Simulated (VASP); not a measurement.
# Bi2P3 (P-6m2) in VASP: single point with PBE

Aim: the single point of Bi2P3 with PBE.

All numbers are computed with VASP 6.6.1; they aren't measurements. Logs are shortened: lines on timing, memory, paths and dates and some standing lists are left out, and cuts for length are marked.

### 1 The cell of the first run

Symmetry: P-6m2, No. 187, hexagonal system. The conventional cell has a = 4.934 Å, b = 4.934 Å, c = 6.213 Å, α = 90.00°, β = 90.00°, γ = 120.00°. Bi (site symmetry -6m2) has 9 P at 2.85 to 3.07 Å and 2 Bi at 3.11 Å within 3.8 Å. Within 4.3 Å of Bi (site symmetry -6m2) lie 2 Bi at 3.11 Å and 12 P at 3.46 to 4.21 Å. P (site symmetry 3m) has 4 P at 2.29 to 3.07 Å and 3 Bi at 3.07 Å within 3.1 Å. Within 3.8 Å of P (site symmetry -6m2) lie 3 Bi at 2.85 Å and 6 P at 3.07 Å.

The cell was generated, and may not be a known phase.

### 2 Single point, PBE

Input file INCAR:

```
PREC = Accurate
ENCUT = 520
EDIFF = 1E-7
ISMEAR = 0
SIGMA = 0.1
LREAL = F
LASPH = T
NELM = 100
ALGO = Normal
ISIF = 2
LWAVE = F
LCHARG = T
GGA = PE
LELF = T
LVHAR = T
NBANDS = 30
```

Input file KPOINTS:

```
Automatic mesh
0
Gamma
  12 12 6
```

Input file POSCAR:

```
Bi2P3
1.0
    4.9336107696      0.0000000000      0.0000000000
   -2.4668053848      4.2726322588      0.0000000000
    0.0000000000      0.0000000000      6.2131575314
Bi P
2 3
Direct
    0.0000000000      0.0000000000      0.0000000000
    0.0000000000      0.0000000000      0.5000000000
    0.6666666667      0.3333333333      0.1841628686
    0.6666666667      0.3333333333      0.8158371314
    0.3333333333      0.6666666667      0.0000000000
```

Potentials or basis: VASP PAW PBE potentials, release 64 (Bi_d, P).

Started as:

```bash
> cat potpaw_PBE.64/Bi_d/POTCAR potpaw_PBE.64/P/POTCAR > POTCAR
> mpirun -np 1 vasp_std > vasp.out
```

OUTCAR:

```text
PREC = Accurate
   ENCUT = 520
   EDIFF = 1E-7
   ISMEAR = 0
   LREAL = F
   LASPH = T
   NELM = 100
   ISIF = 2
   GGA = PE

 ion  position               nearest neighbor table
   1  0.000  0.000  0.000-   5 2.85   5 2.85   5 2.85   3 3.07   4 3.07   4 3.07   3 3.07   4 3.07
                             3 3.07   2 3.11   2 3.11
   2  0.000  0.000  0.500-   1 3.11   1 3.11
   3  0.667  0.333  0.184-   4 2.29   1 3.07   1 3.07   1 3.07
   4  0.667  0.333  0.816-   3 2.29   1 3.07   1 3.07   1 3.07
   5  0.333  0.667  0.000-   1 2.85   1 2.85   1 2.85

  LATTYP: Found a hexagonal cell.
 ALAT       =     4.9336107696
 C/A-ratio  =     1.2593530016

  Lattice vectors:

 A1 = (   4.9336107696,   0.0000000000,   0.0000000000)
 A2 = (  -2.4668053848,   4.2726322588,   0.0000000000)
 A3 = (   0.0000000000,   0.0000000000,   6.2131575314)

Analysis of symmetry for initial positions (statically):
=====================================================================
 Subroutine PRICEL returns:
 Original cell was already a primitive cell.

 Routine SETGRP: Setting up the symmetry group for a
 hexagonal supercell.

 Subroutine GETGRP returns: Found 12 space group operations
 (whereof 12 operations were pure point group operations)
 out of a pool of 24 trial point group operations.

The static configuration has the point symmetry D_3h.

Analysis of symmetry for dynamics (positions and initial velocities):
=====================================================================
 Subroutine PRICEL returns:
 Original cell was already a primitive cell.

 Routine SETGRP: Setting up the symmetry group for a
 hexagonal supercell.

 Subroutine GETGRP returns: Found 12 space group operations
 (whereof 12 operations were pure point group operations)
 out of a pool of 24 trial point group operations.

The dynamic configuration has the point symmetry D_3h.

 Subroutine INISYM returns: Found 12 space group operations
 (whereof 12 operations are pure point group operations),
 and found     1 'primitive' translations

----------------------------------------------------------------------------------------

                                     Primitive cell

  volume of cell :     130.9703

  direct lattice vectors                    reciprocal lattice vectors
     4.933610770  0.000000000  0.000000000     0.202691304  0.117023879  0.000000000
    -2.466805385  4.272632259  0.000000000     0.000000000  0.234047758  0.000000000
     0.000000000  0.000000000  6.213157531     0.000000000  0.000000000  0.160948760

  length of vectors
     4.933610770  4.933610770  6.213157531     0.234047758  0.234047758  0.160948760

  position of ions in fractional coordinates (direct lattice)
     0.000000000  0.000000000  0.000000000
     0.000000000  0.000000000  0.500000000
     0.666666667  0.333333333  0.184162869
     0.666666667  0.333333333  0.815837131
     0.333333333  0.666666667  0.000000000

  ion indices of the primitive-cell ions
   primitive index   ion index
                 1           1
                 2           2
                 3           3
                 4           4
                 5           5

----------------------------------------------------------------------------------------

 KPOINTS: Automatic mesh

Automatic generation of k-mesh.
 Grid dimensions read from file:
 generate k-points for:   12   12    6

 Generating k-lattice:

  Cartesian coordinates                     Fractional coordinates (reciprocal lattice)
     0.016890942  0.009751990  0.000000000     0.083333333  0.000000000  0.000000000
     0.000000000  0.019503980  0.000000000     0.000000000  0.083333333  0.000000000
     0.000000000  0.000000000  0.026824793     0.000000000  0.000000000  0.166666667

  Length of vectors
     0.019503980  0.019503980  0.026824793

  Shift w.r.t. Gamma in fractional coordinates (k-lattice)
     0.000000000  0.000000000  0.000000000

 Subroutine IBZKPT returns following result:
 ===========================================

 Found     76 irreducible k-points:

 Following reciprocal coordinates:
            Coordinates               Weight
  0.000000  0.000000  0.000000      1.000000
  0.083333  0.000000  0.000000      6.000000
  0.166667  0.000000  0.000000      6.000000
  0.250000  0.000000  0.000000      6.000000
  0.333333  0.000000  0.000000      6.000000
  0.416667  0.000000  0.000000      6.000000
[... 16 lines left out ...]
  0.250000  0.000000  0.166667     12.000000
  0.333333  0.000000  0.166667     12.000000
 [... further k-points ...]
   k-points           NKPTS =     76   k-points in BZ     NKDIM =     76   number of bands    NBANDS=     30
   number of dos      NEDOS =    301   number of ions     NIONS =      5
   total plane-waves  NPLWV =  76800
   dimension x,y,z NGX =    40 NGY =   40 NGZ =   48
   dimension x,y,z NGXF=    80 NGYF=   80 NGZF=   96
   ions per type =               2   3
   NGX,Y,Z   is equivalent  to a cutoff of  13.48, 13.48, 12.84 a.u.
   NGXF,Y,Z  is equivalent  to a cutoff of  26.96, 26.96, 25.69 a.u.
 SYSTEM =  unknown system
   PREC   = accura    normal or accurate (medium, high low for compatibility)
   ISTART =      0    job   : 0-new  1-cont  2-samecut
   ICHARG =      2    charge: 1-file 2-atom 10-const
   ISPIN  =      1    spin polarized calculation?
   LNONCOLLINEAR =      F non collinear calculations
   LSORBIT =      F    spin-orbit coupling
   LASPH  =      T    aspherical Exc in radial PAW
   ENCUT  =  520.0 eV  38.22 Ry    6.18 a.u.   9.17  9.17 11.55*2*pi/ulx,y,z
   NELM   =    100;   NELMIN=  2; NELMDL= -5     # of ELM steps
   EDIFF  = 0.1E-06   stopping-criterion for ELM
   LREAL  =      F    real-space projection
   EDIFFG = 0.1E-05   stopping-criterion for IOM
   NSW    =      0    number of steps for IOM
   IBRION =     -1    ionic relax: 0-MD 1-quasi-New 2-CG
   NFREE  =      0    steps in history (QN), initial steepest desc. (CG)
   ISIF   =      2    stress and relaxation
   ISYM   =      2    0-nonsym 1-usesym 2-fastsym
   POTIM  = 0.5000    time-step for ionic-motion
   TEBEG  =    0.0;   TEEND  =   0.0 temperature during run
   PSTRESS=    0.0 pullay stress
   NELECT =      45.0000    total number of electrons
   NUPDOWN=      -1.0000    fix difference up-down
   EMIN   =  10.00;   EMAX   =-10.00  energy-range for DOS
   EFERMI =   0.00;   METHOD = LEGACY
   ISMEAR =     0;   SIGMA  =   0.10  broadening in eV -4-tet -1-fermi 0-gaus
   EFERMI_NEDOS =   21; number of points for ismear=-14 and -15
   IALGO  =     38    algorithm
   IMIX   =      4    mixing-type and parameters
     AMIX     =   0.40;   BMIX     =  1.00
     AMIX_MAG =   1.60;   BMIX_MAG =  1.00
  volume/ion in A,a.u.               =      26.19       176.77
  Fermi-wavevector in a.u.,A,eV,Ry     =   1.146625  2.166807 17.888245  1.314749
  Thomas-Fermi vector in A             =   2.283309
   LORBIT       =      0    0 simple, 1 ext, 2 COOP (PROOUT), +10 PAW based schemes
   GGA     = PE    functional components
   LHFCALC =     F    Hartree Fock is set to
   AEXX    =    0.0000 exact exchange contribution
   IVDW    =     0    specifies the selected vdW correction
   LEPSILON=     F    determine dielectric tensor
   LRPA    =     F    only Hartree local field effects (RPA)
 non-spin polarized calculation
 Gauss-broadening in eV      SIGMA  =   0.10
  energy-cutoff  :      520.00
  volume of cell :      130.97
 maximum number of plane-waves:      3546
 NGX is ok and might be reduce to    40
   NGX = 19   NGY = 19   NGZ = 23

 number of electron      45.0000005 magnetization

 Free energy of the ion-electron system (eV)
  ---------------------------------------------------
  ext. energy  EPLUGINS =         0.00000000
  ---------------------------------------------------
  free energy    TOTEN  =       -20.03662182 eV

  energy without entropy =      -20.01244801  energy(sigma->0) =      -20.02453492

 E-fermi :   5.9690     XC(G=0):  -9.6075

 val. band max:        5.9687697216   @ k =   0.3333   0.1667   0.5000
 cond. band min:       5.9713715035   @ k =   0.1667   0.0833   0.3333
 fundamental gap:      0.0026017819
 Fermi energy:         5.9689927546

 k-point     1 :       0.0000    0.0000    0.0000
  band No.  band energies     occupation
      1     -17.3358      2.00000
      2     -17.1493      2.00000
      3     -17.1493      2.00000
      4     -17.1113      2.00000
      5     -17.1113      2.00000
      6     -17.0584      2.00000
[... 22 lines left out ...]
     29      10.2907      0.00000
     30      11.0871      0.00000

 k-point     2 :       0.0833    0.0000    0.0000
  band No.  band energies     occupation
      1     -17.3356      2.00000
      2     -17.1495      2.00000
      3     -17.1493      2.00000
      4     -17.1116      2.00000
      5     -17.1108      2.00000
      6     -17.0584      2.00000
[... 22 lines left out ...]
     29      10.3633      0.00000
     30      11.2009      0.00000

 k-point     3 :       0.1667    0.0000    0.0000
  band No.  band energies     occupation
      1     -17.3350      2.00000
      2     -17.1501      2.00000
      3     -17.1494      2.00000
      4     -17.1122      2.00000
      5     -17.1095      2.00000
      6     -17.0584      2.00000
[... 22 lines left out ...]
     29      10.4891      0.00000
     30      11.5252      0.00000

 k-point     4 :       0.2500    0.0000    0.0000
  band No.  band energies     occupation
      1     -17.3343      2.00000
      2     -17.1509      2.00000
      3     -17.1496      2.00000
      4     -17.1131      2.00000
      5     -17.1077      2.00000
      6     -17.0584      2.00000
[... 616 lines left out ...]
     29      10.4401      0.00000
     30      11.4483      0.00000

 k-point    23 :       0.2500    0.0000    0.1667
  band No.  band energies     occupation
      1     -17.3056      2.00000
      2     -17.1415      2.00000
      3     -17.1402      2.00000
      4     -17.1127      2.00000
      5     -17.1074      2.00000
      6     -17.0588      2.00000
[... 22 lines left out ...]
     29      10.3347      0.00000
     30      11.2023      0.00000

 k-point    24 :       0.3333    0.0000    0.1667
  band No.  band energies     occupation
      1     -17.3048      2.00000
      2     -17.1423      2.00000
      3     -17.1404      2.00000
      4     -17.1136      2.00000
      5     -17.1056      2.00000
      6     -17.0588      2.00000
[... 22 lines left out ...]
     29       9.8686      0.00000
     30      10.8892      0.00000

 [... further k-points ...]

------------------------ aborting loop because EDIFF is reached ----------------------------------------

  FORCE on cell =-STRESS in cart. coord.  units (eV):
  Direction    XX          YY          ZZ          XY          YZ          ZX
  --------------------------------------------------------------------------------------
  -------------------------------------------------------------------------------------
  Total       -0.0340467     -0.0340467     -0.1056445      0.0000000      0.0000000      0.0000000
  in kB       -0.4164985     -0.4164985     -1.2923635      0.0000000      0.0000000      0.0000000
  external PRESSURE =      -0.7084535 kB  Pullay stress =       0.0000000 kB

 VOLUME and BASIS-vectors are now :
 -----------------------------------------------------------------------------
  energy-cutoff  :      520.00
  volume of cell :      130.97
      direct lattice vectors                 reciprocal lattice vectors
     4.933610770  0.000000000  0.000000000     0.202691304  0.117023879  0.000000000
    -2.466805385  4.272632259  0.000000000     0.000000000  0.234047758  0.000000000
     0.000000000  0.000000000  6.213157531     0.000000000  0.000000000  0.160948760

 POSITION                                       TOTAL-FORCE (eV/Angst)
 -----------------------------------------------------------------------------------
      0.00000      0.00000      0.00000        -0.000000      0.000000      0.000000
      0.00000      0.00000      3.10658         0.000000      0.000000      0.000000
      2.46681      1.42421      1.14423         0.000000     -0.000000     -0.036055
      2.46681      1.42421      5.06892         0.000000     -0.000000      0.036055
     -0.00000      2.84842      0.00000        -0.000000      0.000000      0.000000
 -----------------------------------------------------------------------------------
    total drift:                                0.000000     -0.000000      0.000000

  FREE ENERGIE OF THE ION-ELECTRON SYSTEM (eV)
  ---------------------------------------------------
  free  energy   TOTEN  =       -20.0366218229 eV

  energy  without entropy=      -20.0124480137  energy(sigma->0) =      -20.02453492
```

Wall time 2.9 min (1 thread of AMD EPYC 9R45 (Zen 5), shared host); peak memory 0.38 GiB.

Results:

| Item | Value |
| --- | --- |
| Free energy | -20.0366 eV |
| Pressure | -0.1 GPa |
| Largest force | 0.036 eV/Å |
| Band gap on the k mesh | zero (an odd number of electrons rules out a gap without spin polarisation) |

Forces in eV/Å, atoms in the order of the input:
```
Bi   0.000  0.000  0.000
Bi   0.000  0.000  0.000
P    0.000  0.000 -0.036
P    0.000  0.000  0.036
P    0.000  0.000  0.000
```

Levels at points of the mesh, in eV from the Fermi level:
| k point | band 19 | band 20 | band 21 | band 22 | band 23 | band 24 | band 25 | band 26 | band 27 | band 28 |
| --- | --- | --- | --- | --- | --- | --- | --- | --- | --- | --- |
| (0.00, 0.00, 0.00) | -3.42 | -3.05 | -2.93 | -0.38 | -0.38 | -0.11 | 0.54 | 0.54 | 3.33 | 4.32 |
| (0.50, 0.00, 0.00) | -1.46 | -1.38 | -0.69 | -0.52 | -0.42 | 0.72 | 1.23 | 2.39 | 2.75 | 3.27 |
| (0.00, 0.00, 0.50) | -3.34 | -3.30 | -1.52 | -1.33 | -1.33 | 0.85 | 0.85 | 0.88 | 1.25 | 3.17 |
| (0.50, 0.00, 0.50) | -2.09 | -1.24 | -0.53 | -0.41 | -0.26 | 0.40 | 0.75 | 1.96 | 2.38 | 2.72 |

Caveat: spin-orbit coupling is left out, which moves the levels of the heavy elements.
